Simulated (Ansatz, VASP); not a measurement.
## Two plane-wave programs on Nb2Te2S

```xyz
5
Lattice="4.3851 0.0000 0.0000 -2.1925 3.7976 0.0000 0.0000 0.0000 8.2038" Properties=species:S:1:pos:R:3 pbc="T T T"
Nb    0.0000    2.5317    0.7074
Nb    2.1925    1.2659    7.4963
Te    0.0000    2.5317    6.0444
Te    2.1925    1.2659    2.1594
S     0.0000    0.0000    0.0000
```

Change from the starting cell: relaxed end of: species swapped into the Gd2SeO2 type (P-3m1, No. 164).

Alike in both runs: functional PBE; k mesh 12 × 12 × 6; occupations gaussian, width 0.1 eV; no spin polarisation.

Ansatz relaxed the structure, and its values are those at the end. VASP's run is a single point on that final structure, the one shown.

```csv
,VASP,Ansatz
version,VASP 6.6.1,Ansatz 0.2.0
potentials or method,"VASP PAW PBE potentials, release 64 (Nb_sv, Te, S), cutoff 520 eV","scalar-relativistic, plane waves, PAW"
valence electrons in the cell,44,64
```

|  | VASP | Ansatz | Ansatz less VASP |
| --- | --- | --- | --- |
| gap on the k mesh at the Fermi level (eV) | none | none | - |
| pressure (GPa) | -0.1 | 0.0 | +0.15 |
| rms of the force components (eV/Å) | 0.007 | 0.001 | -0.0057 |

A gap of «none» marks a metal or a gap that the smearing closes. The functional is the same, so the differences come from potentials, cutoffs and numerics. VASP's potentials hold 44 valence electrons a cell and Ansatz's 64, so a difference there can come from the potentials and not from the codes.

Neither program's run includes spin-orbit coupling.
